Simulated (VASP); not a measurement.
# Sn3PbO4 (Pmm2) in VASP: single point with PBE

Aim: the single point of Sn3PbO4 with PBE.

All numbers are computed with VASP 6.6.1; they aren't measurements. Logs are shortened: lines on timing, memory, paths and dates and some standing lists are left out, and cuts for length are marked.

## (1) The cell of the first run

The structure is orthorhombic, space group Pmm2 (No. 25). Conventional cell: a = 3.842 Å, b = 7.647 Å, c = 4.858 Å, α = 90.00°, β = 90.00°, γ = 90.00°. Sn (site symmetry mm2) has 4 O at 2.18 to 2.23 Å within 2.9 Å. Within 2.9 Å of Sn (site symmetry m) lie 4 O at 2.20 Å. Within 2.9 Å of O (site symmetry m) lie 3 Sn at 2.18 to 2.20 Å and 1 Pb at 2.38 Å and 4 O at 2.66 to 2.76 Å. Within 2.9 Å of O (site symmetry mm2) lie 4 Sn at 2.20 to 2.23 Å and 4 O at 2.66 Å. Within 2.9 Å of O (site symmetry mm2) lie 2 Sn at 2.20 Å and 2 Pb at 2.33 Å and 4 O at 2.76 Å. Pb (site symmetry mm2) has 4 O at 2.33 to 2.38 Å within 3.1 Å.

## (2) Single point, PBE

INCAR reads:

```
PREC = Accurate
ENCUT = 520
EDIFF = 1E-6
ISMEAR = -1
SIGMA = 0.02
LREAL = False
LASPH = True
NELM = 100
ALGO = Normal
ISIF = 2
LWAVE = False
LCHARG = True
GGA = PE
LELF = True
LVHAR = True
NBANDS = 50
```

KPOINTS reads:

```
Automatic mesh
0
Gamma
  6 4 6
```

POSCAR reads:

```
Sn3PbO4
1.0
    3.8419994274      0.0000000000      0.0000000000
    0.0000000000      7.6471415999      0.0000000000
    0.0000000000      0.0000000000      4.8584864352
Sn O Pb
3 4 1
Direct
    0.5000000000      0.0000000000      0.7699479116
    0.0000000000      0.2490560226      0.2307392558
    0.0000000000      0.7509439774      0.2307392558
    0.5000000000      0.2405992565      0.0091939315
    0.0000000000      0.0000000000      0.0028765751
    0.5000000000      0.7594007435      0.0091939315
    0.0000000000      0.5000000000      0.0101029792
    0.5000000000      0.5000000000      0.7372061595
```

Potentials or basis: VASP PAW PBE potentials, release 64 (Sn_d, O, Pb_d).

Started as:

```sh
> cat potpaw_PBE.64/Sn_d/POTCAR potpaw_PBE.64/O/POTCAR potpaw_PBE.64/Pb_d/POTCAR > POTCAR
> mpirun -np 1 vasp_std > vasp.out
```

OUTCAR:

```text
PREC = Accurate
   ENCUT = 520
   EDIFF = 1E-6
   ISMEAR = -1
   LREAL = False
   LASPH = True
   NELM = 100
   ISIF = 2
   GGA = PE

 ion  position               nearest neighbor table
   1  0.500  0.000  0.770-   4 2.18   6 2.18   5 2.23   5 2.23   2 3.51   2 3.51   3 3.51   3 3.51
                             8 3.83   8 3.83
   2  0.000  0.249  0.231-   7 2.20   5 2.20   4 2.20   4 2.20   1 3.51   1 3.51   8 3.62   8 3.62
                             8 3.66   8 3.66
   3  0.000  0.751  0.231-   7 2.20   5 2.20   6 2.20   6 2.20   1 3.51   1 3.51   8 3.62   8 3.62
                             8 3.66   8 3.66
   4  0.500  0.241  0.009-   1 2.18   2 2.20   2 2.20   8 2.38
   5  0.000  0.000  0.003-   2 2.20   3 2.20   1 2.23   1 2.23
   6  0.500  0.759  0.009-   1 2.18   3 2.20   3 2.20   8 2.38
   7  0.000  0.500  0.010-   2 2.20   3 2.20   8 2.33   8 2.33
   8  0.500  0.500  0.737-   7 2.33   7 2.33   4 2.38   6 2.38   2 3.62   2 3.62   3 3.62   3 3.62
                             3 3.66   2 3.66   2 3.66   3 3.66   1 3.83   1 3.83

  LATTYP: Found a simple orthorhombic cell.
 ALAT       =     3.8419994274
 B/A-ratio  =     1.2645723996
 C/A-ratio  =     1.9904067516

  Lattice vectors:

 A1 = (  -3.8419994274,   0.0000000000,   0.0000000000)
 A2 = (   0.0000000000,   0.0000000000,   4.8584864352)
 A3 = (   0.0000000000,   7.6471415999,   0.0000000000)

Analysis of symmetry for initial positions (statically):
=====================================================================
 Subroutine PRICEL returns:
 Original cell was already a primitive cell.

 Routine SETGRP: Setting up the symmetry group for a
 simple orthorhombic supercell.

 Subroutine GETGRP returns: Found  4 space group operations
 (whereof  4 operations were pure point group operations)
 out of a pool of  8 trial point group operations.

The static configuration has the point symmetry C_2v.

Analysis of symmetry for dynamics (positions and initial velocities):
=====================================================================
 Subroutine PRICEL returns:
 Original cell was already a primitive cell.

 Routine SETGRP: Setting up the symmetry group for a
 simple orthorhombic supercell.

 Subroutine GETGRP returns: Found  4 space group operations
 (whereof  4 operations were pure point group operations)
 out of a pool of  8 trial point group operations.

The dynamic configuration has the point symmetry C_2v.

 Subroutine INISYM returns: Found  4 space group operations
 (whereof  4 operations are pure point group operations),
 and found     1 'primitive' translations

----------------------------------------------------------------------------------------

                                     Primitive cell

  volume of cell :     142.7439

  direct lattice vectors                    reciprocal lattice vectors
     3.841999427  0.000000000  0.000000000     0.260281142  0.000000000  0.000000000
     0.000000000  7.647141600  0.000000000     0.000000000  0.130767815  0.000000000
     0.000000000  0.000000000  4.858486435     0.000000000  0.000000000  0.205825418

  length of vectors
     3.841999427  7.647141600  4.858486435     0.260281142  0.130767815  0.205825418

  position of ions in fractional coordinates (direct lattice)
     0.500000000  0.000000000  0.769947912
     0.000000000  0.249056023  0.230739256
     0.000000000  0.750943977  0.230739256
     0.500000000  0.240599256  0.009193932
     0.000000000  0.000000000  0.002876575
     0.500000000  0.759400744  0.009193932
     0.000000000  0.500000000  0.010102979
     0.500000000  0.500000000  0.737206159

  ion indices of the primitive-cell ions
   primitive index   ion index
                 1           1
                 2           2
                 3           3
                 4           4
                 5           5
                 6           6
                 7           7
                 8           8

----------------------------------------------------------------------------------------

 KPOINTS: Automatic mesh

Automatic generation of k-mesh.
 Grid dimensions read from file:
 generate k-points for:    6    4    6

 Generating k-lattice:

  Cartesian coordinates                     Fractional coordinates (reciprocal lattice)
     0.043380190  0.000000000  0.000000000     0.166666667  0.000000000  0.000000000
     0.000000000  0.032691954  0.000000000     0.000000000  0.250000000  0.000000000
     0.000000000  0.000000000  0.034304236     0.000000000  0.000000000  0.166666667

  Length of vectors
     0.043380190  0.032691954  0.034304236

  Shift w.r.t. Gamma in fractional coordinates (k-lattice)
     0.000000000  0.000000000  0.000000000

 Subroutine IBZKPT returns following result:
 ===========================================

 Found     48 irreducible k-points:

 Following reciprocal coordinates:
            Coordinates               Weight
  0.000000  0.000000  0.000000      1.000000
  0.166667  0.000000  0.000000      2.000000
  0.333333  0.000000  0.000000      2.000000
  0.500000  0.000000  0.000000      1.000000
  0.000000  0.250000  0.000000      2.000000
  0.166667  0.250000  0.000000      4.000000
[... 16 lines left out ...]
  0.333333  0.500000  0.166667      4.000000
  0.500000  0.500000  0.166667      2.000000
 [... further k-points ...]
   k-points           NKPTS =     48   k-points in BZ     NKDIM =     48   number of bands    NBANDS=     50
   number of dos      NEDOS =    301   number of ions     NIONS =      8
   total plane-waves  NPLWV =  64800
   dimension x,y,z NGX =    30 NGY =   60 NGZ =   36
   dimension x,y,z NGXF=    60 NGYF=  120 NGZF=   72
   ions per type =               3   4   1
   NGX,Y,Z   is equivalent  to a cutoff of  12.98, 13.04, 12.32 a.u.
   NGXF,Y,Z  is equivalent  to a cutoff of  25.96, 26.09, 24.64 a.u.
 SYSTEM =  unknown system
   PREC   = accura    normal or accurate (medium, high low for compatibility)
   ISTART =      0    job   : 0-new  1-cont  2-samecut
   ICHARG =      2    charge: 1-file 2-atom 10-const
   ISPIN  =      1    spin polarized calculation?
   LNONCOLLINEAR =      F non collinear calculations
   LSORBIT =      F    spin-orbit coupling
   LASPH  =      T    aspherical Exc in radial PAW
   ENCUT  =  520.0 eV  38.22 Ry    6.18 a.u.   7.14 14.22  9.03*2*pi/ulx,y,z
   NELM   =    100;   NELMIN=  2; NELMDL= -5     # of ELM steps
   EDIFF  = 0.1E-05   stopping-criterion for ELM
   LREAL  =      F    real-space projection
   EDIFFG = 0.1E-04   stopping-criterion for IOM
   NSW    =      0    number of steps for IOM
   IBRION =     -1    ionic relax: 0-MD 1-quasi-New 2-CG
   NFREE  =      0    steps in history (QN), initial steepest desc. (CG)
   ISIF   =      2    stress and relaxation
   ISYM   =      2    0-nonsym 1-usesym 2-fastsym
   POTIM  = 0.5000    time-step for ionic-motion
   TEBEG  =    0.0;   TEEND  =   0.0 temperature during run
   PSTRESS=    0.0 pullay stress
   NELECT =      80.0000    total number of electrons
   NUPDOWN=      -1.0000    fix difference up-down
   EMIN   =  10.00;   EMAX   =-10.00  energy-range for DOS
   EFERMI =   0.00;   METHOD = LEGACY
   ISMEAR =    -1;   SIGMA  =   0.02  broadening in eV -4-tet -1-fermi 0-gaus
   EFERMI_NEDOS =   21; number of points for ismear=-14 and -15
   IALGO  =     38    algorithm
   IMIX   =      4    mixing-type and parameters
     AMIX     =   0.40;   BMIX     =  1.00
     AMIX_MAG =   1.60;   BMIX_MAG =  1.00
  volume/ion in A,a.u.               =      17.84       120.41
  Fermi-wavevector in a.u.,A,eV,Ry     =   1.349747  2.550652 24.787323  1.821817
  Thomas-Fermi vector in A             =   2.477308
   LORBIT       =      0    0 simple, 1 ext, 2 COOP (PROOUT), +10 PAW based schemes
   GGA     = PE    functional components
   LHFCALC =     F    Hartree Fock is set to
   AEXX    =    0.0000 exact exchange contribution
   IVDW    =     0    specifies the selected vdW correction
   LEPSILON=     F    determine dielectric tensor
   LRPA    =     F    only Hartree local field effects (RPA)
 non-spin polarized calculation
  energy-cutoff  :      520.00
  volume of cell :      142.74
 maximum number of plane-waves:      3874
 NGX is ok and might be reduce to    30
   NGX = 15   NGY = 29   NGZ = 19

 number of electron      80.0000024 magnetization

 Free energy of the ion-electron system (eV)
  ---------------------------------------------------
  ext. energy  EPLUGINS =         0.00000000
  ---------------------------------------------------
  free energy    TOTEN  =       -44.75046323 eV

  energy without entropy =      -44.75044389  energy(sigma->0) =      -44.75045356

 E-fermi :   7.0150     XC(G=0): -10.2254

 val. band max:        6.8905769159   @ k =   0.0000   0.2500   0.0000
 cond. band min:       7.1269791501   @ k =   0.5000   0.0000   0.0000
 fundamental gap:      0.2364022342
 Fermi energy:         7.0149778315

 k-point     1 :       0.0000    0.0000    0.0000
  band No.  band energies     occupation
      1     -14.9000      2.00000
      2     -14.7652      2.00000
      3     -14.7268      2.00000
      4     -14.4852      2.00000
      5     -14.4802      2.00000
      6     -14.4698      2.00000
[... 42 lines left out ...]
     49      13.0013      0.00000
     50      13.0327      0.00000

 k-point     2 :       0.1667    0.0000    0.0000
  band No.  band energies     occupation
      1     -14.8871      2.00000
      2     -14.7691      2.00000
      3     -14.7304      2.00000
      4     -14.5325      2.00000
      5     -14.4821      2.00000
      6     -14.4736      2.00000
[... 42 lines left out ...]
     49      12.4158      0.00000
     50      13.0284      0.00000

 k-point     3 :       0.3333    0.0000    0.0000
  band No.  band energies     occupation
      1     -14.8598      2.00000
      2     -14.7893      2.00000
      3     -14.7390      2.00000
      4     -14.6323      2.00000
      5     -14.4730      2.00000
      6     -14.4725      2.00000
[... 42 lines left out ...]
     49      12.9956      0.00000
     50      13.2294      0.00000

 k-point     4 :       0.5000    0.0000    0.0000
  band No.  band energies     occupation
      1     -14.8412      2.00000
      2     -14.8035      2.00000
      3     -14.7499      2.00000
      4     -14.6791      2.00000
      5     -14.4775      2.00000
      6     -14.4702      2.00000
[... 999 lines left out ...]
 k-point    23 :       0.3333    0.5000    0.1667
  band No.  band energies     occupation
      1     -14.8522      2.00000
      2     -14.8011      2.00000
      3     -14.6978      2.00000
      4     -14.6511      2.00000
      5     -14.4879      2.00000
      6     -14.4790      2.00000
[... 42 lines left out ...]
     49      13.4893      0.00000
     50      13.6634      0.00000

 k-point    24 :       0.5000    0.5000    0.1667
  band No.  band energies     occupation
      1     -14.8318      2.00000
      2     -14.8022      2.00000
      3     -14.7501      2.00000
      4     -14.6683      2.00000
      5     -14.4823      2.00000
      6     -14.4719      2.00000
[... 42 lines left out ...]
     49      14.0567      0.00000
     50      14.1022      0.00000

 [... further k-points ...]

------------------------ aborting loop because EDIFF is reached ----------------------------------------

  FORCE on cell =-STRESS in cart. coord.  units (eV):
  Direction    XX          YY          ZZ          XY          YZ          ZX
  --------------------------------------------------------------------------------------
  -------------------------------------------------------------------------------------
  Total        5.0422905      5.0424055      4.0546015      0.0000000      0.0000000      0.0000000
  in kB       56.5953860     56.5966765     45.5094234      0.0000000      0.0000000      0.0000000
  external PRESSURE =      52.9004953 kB  Pullay stress =       0.0000000 kB

 VOLUME and BASIS-vectors are now :
 -----------------------------------------------------------------------------
  energy-cutoff  :      520.00
  volume of cell :      142.74
      direct lattice vectors                 reciprocal lattice vectors
     3.841999427  0.000000000  0.000000000     0.260281142  0.000000000  0.000000000
     0.000000000  7.647141600  0.000000000     0.000000000  0.130767815  0.000000000
     0.000000000  0.000000000  4.858486435     0.000000000  0.000000000  0.205825418

 POSITION                                       TOTAL-FORCE (eV/Angst)
 -----------------------------------------------------------------------------------
      1.92100      0.00000      3.74078         0.000000      0.000000     -0.607362
      0.00000      1.90457      1.12104         0.000000      0.008148      0.567542
      0.00000      5.74257      1.12104         0.000000     -0.008148      0.567542
      1.92100      1.83990      0.04467        -0.000000      0.090413     -0.024912
      0.00000      0.00000      0.01398         0.000000      0.000000     -0.021130
      1.92100      5.80725      0.04467        -0.000000     -0.090413     -0.024912
      0.00000      3.82357      0.04909         0.000000      0.000000     -0.064574
      1.92100      3.82357      3.58171         0.000000      0.000000     -0.392193
 -----------------------------------------------------------------------------------
    total drift:                                0.000000      0.000000      0.000149

  FREE ENERGIE OF THE ION-ELECTRON SYSTEM (eV)
  ---------------------------------------------------
  free  energy   TOTEN  =       -44.7504632258 eV

  energy  without entropy=      -44.7504438880  energy(sigma->0) =      -44.75045356
```

Run time: 4.9 min. Hardware: 1 thread of Intel Xeon Platinum 8259CL at 2.50GHz (Skylake/Cascade Lake), shared host; peak memory 0.43 GiB.

Results:

| Quantity | Value |
| --- | --- |
| Free energy | -44.7505 eV |
| Pressure | 5.3 GPa |
| Largest force | 0.607 eV/Å |
| Band gap on the k mesh | 0.24 eV (least direct gap 1.86 eV) |

Forces on the atoms (eV/Å):
```
Sn   0.000  0.000 -0.607
Sn   0.000  0.008  0.568
Sn   0.000 -0.008  0.568
O    0.000  0.090 -0.025
O    0.000  0.000 -0.021
O    0.000 -0.090 -0.025
O    0.000  0.000 -0.065
Pb   0.000  0.000 -0.392
```

Stress tensor (GPa, compression positive):
```
5.66 0.00 0.00
0.00 5.66 0.00
0.00 0.00 4.55
```

Levels at points of the mesh, in eV from the valence-band top:
```tsv
k point	band 37	band 38	band 39	band 40	band 41	band 42	band 43	band 44
(0.00, 0.00, 0.00)	-2.90	-2.78	-2.44	-0.02	2.12	3.19	3.22	4.70
(0.50, 0.00, 0.00)	-2.38	-2.18	-2.02	-1.62	0.24	0.26	3.00	3.28
(0.00, 0.50, 0.00)	-3.35	-3.29	-0.81	-0.14	2.78	2.92	3.33	3.77
(0.50, 0.50, 0.00)	-2.64	-2.20	-2.11	-2.10	1.73	1.90	2.04	2.17
(0.00, 0.00, 0.50)	-2.92	-2.12	-1.70	-1.43	1.61	2.56	2.83	3.10
(0.50, 0.00, 0.50)	-2.32	-2.19	-1.63	-1.41	2.39	2.45	2.64	2.72
(0.00, 0.50, 0.50)	-2.36	-1.72	-1.58	-1.36	1.39	1.60	2.68	3.31
(0.50, 0.50, 0.50)	-2.91	-1.79	-1.75	-1.73	2.60	2.81	2.89	3.11
```

Caveat: the cell stands under pressure; spin-orbit coupling is left out, which moves the levels of the heavy elements. A k mesh can miss the band edges.
